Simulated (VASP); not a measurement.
# Si7Ge (P-43m) in VASP: a series of runs, part 2 of 2

VASP 6.6.1. Earlier steps stand in the parts before.

### 3 Single point, PBEsol

Contents of INCAR:

```
SYSTEM = Si7Ge
ALGO = Normal ; EDIFF = 1E-6
ENCUT = 520 ; GGA = PS
ISIF = 2 ; ISMEAR = 0
LASPH = .TRUE. ; LCHARG = .TRUE.
LELF = .TRUE. ; LREAL = .FALSE.
LVHAR = .TRUE. ; LWAVE = .FALSE.
NBANDS = 31 ; NELM = 100
PREC = Accurate ; SIGMA = 0.03
```

Contents of KPOINTS:

```
k-points
0
G
  8 8 8
  0 0 0
```

Contents of POSCAR:

```
Si7Ge
1.0
    5.4589494008      0.0000000000      0.0000000000
    0.0000000000      5.4589494008      0.0000000000
    0.0000000000      0.0000000000      5.4589494008
Si Ge
7 1
Direct
    0.2525986838      0.2525986838      0.2525986838
    0.0000000000      0.5000000000      0.5000000000
    0.5000000000      0.5000000000      0.0000000000
    0.5000000000      0.0000000000      0.5000000000
    0.7474013162      0.2525986838      0.7474013162
    0.7474013162      0.7474013162      0.2525986838
    0.2525986838      0.7474013162      0.7474013162
    0.0000000000      0.0000000000      0.0000000000
```

Potentials or basis: VASP PAW PBE potentials, release 64 (Si, Ge_d).

The run is started by

```sh
$ cat potpaw_PBE.64/Si/POTCAR potpaw_PBE.64/Ge_d/POTCAR > POTCAR
$ mpirun -np 1 vasp_std > vasp.out
```

OUTCAR:

```text
SYSTEM = Si7Ge
   EDIFF = 1E-6
   ENCUT = 520
   GGA = PS
   ISIF = 2
   ISMEAR = 0
   LASPH = .TRUE.
   LREAL = .FALSE.
   NELM = 100
   PREC = Accurate

 ion  position               nearest neighbor table
   1  0.253  0.253  0.253-   3 2.36   2 2.36   4 2.36   8 2.39
   2  0.000  0.500  0.500-   1 2.36   5 2.36   6 2.36   7 2.36
   3  0.500  0.500  0.000-   1 2.36   5 2.36   6 2.36   7 2.36
   4  0.500  0.000  0.500-   1 2.36   5 2.36   6 2.36   7 2.36
   5  0.747  0.253  0.747-   3 2.36   2 2.36   4 2.36   8 2.39
   6  0.747  0.747  0.253-   3 2.36   2 2.36   4 2.36   8 2.39
   7  0.253  0.747  0.747-   3 2.36   2 2.36   4 2.36   8 2.39
   8  0.000  0.000  0.000-   1 2.39   5 2.39   6 2.39   7 2.39

  LATTYP: Found a simple cubic cell.
 ALAT       =     5.4589494008

  Lattice vectors:

 A1 = (   5.4589494008,   0.0000000000,   0.0000000000)
 A2 = (   0.0000000000,   5.4589494008,   0.0000000000)
 A3 = (   0.0000000000,   0.0000000000,   5.4589494008)

Analysis of symmetry for initial positions (statically):
=====================================================================
 Subroutine PRICEL returns:
 Original cell was already a primitive cell.

 Routine SETGRP: Setting up the symmetry group for a
 simple cubic supercell.

 Subroutine GETGRP returns: Found 24 space group operations
 (whereof 24 operations were pure point group operations)
 out of a pool of 48 trial point group operations.

The static configuration has the point symmetry T_d .

Analysis of symmetry for dynamics (positions and initial velocities):
=====================================================================
 Subroutine PRICEL returns:
 Original cell was already a primitive cell.

 Routine SETGRP: Setting up the symmetry group for a
 simple cubic supercell.

 Subroutine GETGRP returns: Found 24 space group operations
 (whereof 24 operations were pure point group operations)
 out of a pool of 48 trial point group operations.

[... 132 lines left out ...]
     AMIX_MAG =   1.60;   BMIX_MAG =  1.00
  volume/ion in A,a.u.               =      20.33       137.23
  Fermi-wavevector in a.u.,A,eV,Ry     =   1.042435  1.969916 14.785044  1.086670
  Thomas-Fermi vector in A             =   2.177100
   LORBIT       =      0    0 simple, 1 ext, 2 COOP (PROOUT), +10 PAW based schemes
   GGA     = PS    functional components
   LHFCALC =     F    Hartree Fock is set to
   AEXX    =    0.0000 exact exchange contribution
   IVDW    =     0    specifies the selected vdW correction
   LEPSILON=     F    determine dielectric tensor
   LRPA    =     F    only Hartree local field effects (RPA)
 non-spin polarized calculation
 Gauss-broadening in eV      SIGMA  =   0.03
  energy-cutoff  :      520.00
  volume of cell :      162.68
 maximum number of plane-waves:      4416
 NGX is ok and might be reduce to    42
   NGX = 21   NGY = 21   NGZ = 21

 number of electron      42.0000021 magnetization

 Free energy of the ion-electron system (eV)
  ---------------------------------------------------
  ext. energy  EPLUGINS =         0.00000000
  ---------------------------------------------------
  free energy    TOTEN  =       -45.12922912 eV

  energy without entropy =      -45.12922912  energy(sigma->0) =      -45.12922912

 E-fermi :   5.7906     XC(G=0):  -9.6390

 val. band max:        5.6555830354   @ k =   0.0000   0.0000   0.0000
 cond. band min:       5.9286925518   @ k =   0.0000   0.0000   0.0000
 fundamental gap:      0.2731095164
 Fermi energy:         5.7905753711

 k-point     1 :       0.0000    0.0000    0.0000
  band No.  band energies     occupation
      1     -18.4543      2.00000
      2     -18.4543      2.00000
      3     -18.4543      2.00000
      4     -18.4280      2.00000
      5     -18.4280      2.00000
      6      -6.4471      2.00000
[... 805 lines left out ...]
     30      10.3451      0.00000
     31      10.4047      0.00000

 [... further k-points ...]
[... 5 lines left out ...]
  --------------------------------------------------------------------------------------
  -------------------------------------------------------------------------------------
  Total        0.0707554      0.0707554      0.0707554     -0.0000000     -0.0000000     -0.0000000
  in kB        0.6968561      0.6968561      0.6968561     -0.0000000     -0.0000000     -0.0000000
  external PRESSURE =       0.6968561 kB  Pullay stress =       0.0000000 kB

 VOLUME and BASIS-vectors are now :
 -----------------------------------------------------------------------------
  energy-cutoff  :      520.00
  volume of cell :      162.68
      direct lattice vectors                 reciprocal lattice vectors
     5.458949401  0.000000000  0.000000000     0.183185431  0.000000000  0.000000000
     0.000000000  5.458949401  0.000000000     0.000000000  0.183185431  0.000000000
     0.000000000  0.000000000  5.458949401     0.000000000  0.000000000  0.183185431

 POSITION                                       TOTAL-FORCE (eV/Angst)
 -----------------------------------------------------------------------------------
      1.37892      1.37892      1.37892        -0.005269     -0.005269     -0.005269
      0.00000      2.72947      2.72947         0.000000     -0.000000      0.000000
      2.72947      2.72947      0.00000         0.000000     -0.000000      0.000000
      2.72947      0.00000      2.72947         0.000000     -0.000000      0.000000
      4.08003      1.37892      4.08003         0.005269     -0.005269      0.005269
      4.08003      4.08003      1.37892         0.005269      0.005269     -0.005269
      1.37892      4.08003      4.08003        -0.005269      0.005269      0.005269
      0.00000      0.00000      0.00000         0.000000     -0.000000      0.000000
 -----------------------------------------------------------------------------------
    total drift:                               -0.000000     -0.000000      0.000000

  FREE ENERGIE OF THE ION-ELECTRON SYSTEM (eV)
  ---------------------------------------------------
  free  energy   TOTEN  =       -45.1292291179 eV

  energy  without entropy=      -45.1292291179  energy(sigma->0) =      -45.12922912
```

OSZICAR:

```text
N       E                     dE             d eps       ncg     rms          rms(c)
DAV:   1     0.225058103079E+03    0.22506E+03   -0.17341E+04  2794   0.170E+03
DAV:   2    -0.115959390075E+02   -0.23665E+03   -0.22168E+03  2425   0.473E+02
DAV:   3    -0.444441014125E+02   -0.32848E+02   -0.32239E+02  2625   0.102E+02
DAV:   4    -0.459455414901E+02   -0.15014E+01   -0.14987E+01  2793   0.248E+01
DAV:   5    -0.459809040011E+02   -0.35363E-01   -0.35359E-01  2707   0.382E+00    0.954E+00
DAV:   6    -0.453945957340E+02    0.58631E+00   -0.27523E-01  2534   0.239E+00    0.568E+00
DAV:   7    -0.451261677562E+02    0.26843E+00   -0.51452E-01  2433   0.302E+00    0.350E-01
DAV:   8    -0.451287379775E+02   -0.25702E-02   -0.37466E-02  2824   0.152E+00    0.158E-01
DAV:   9    -0.451290931558E+02   -0.35518E-03   -0.19358E-03  2822   0.349E-01    0.112E-01
DAV:  10    -0.451292049488E+02   -0.11179E-03   -0.27297E-04  2536   0.824E-02    0.473E-02
DAV:  11    -0.451292287957E+02   -0.23847E-04   -0.47794E-05  2597   0.399E-02    0.428E-03
DAV:  12    -0.451292291179E+02   -0.32219E-06   -0.13705E-06  2113   0.910E-03
   1 F= -.45129229E+02 E0= -.45129229E+02  d E =-.180169E-12
```

stdout:

```text
POSCAR found type information on POSCAR SiGe
 POSCAR found :  2 types and       8 ions
 scaLAPACK will be used
 -----------------------------------------------------------------------------
|                                                                             |
|                                                                             |
|     You enforced a specific xc type in the INCAR file but a different       |
|     I HOPE YOU KNOW WHAT YOU ARE DOING!                                     |
|                                                                             |
 -----------------------------------------------------------------------------

 LDA part: xc-table for (Slater+PW92), standard interpolation
 POSCAR, INCAR and KPOINTS ok, starting setup
 FFT: planning ... GRIDC
 FFT: planning ... GRID_SOFT
 FFT: planning ... GRID
 WAVECAR not read
 entering main loop
```

It took 94 s on 1 thread of AMD EPYC 7R13 (Zen 3), shared host; peak memory 0.31 GiB.

What came out:

```yaml
Free_energy: -45.1292 eV
Pressure: 0.1 GPa
Largest_force: 0.009 eV/Å
Band_gap_on_the_k_mesh: 0.27 eV, direct
```

Forces on the atoms (eV/Å):
```
Si  -0.005 -0.005 -0.005
Si   0.000  0.000  0.000
Si   0.000  0.000  0.000
Si   0.000  0.000  0.000
Si   0.005 -0.005  0.005
Si   0.005  0.005 -0.005
Si  -0.005  0.005  0.005
Ge   0.000  0.000  0.000
```

Caveat: the PAW data sets were made with another functional, which shifts forces and pressure a little. A k mesh can miss the band edges.
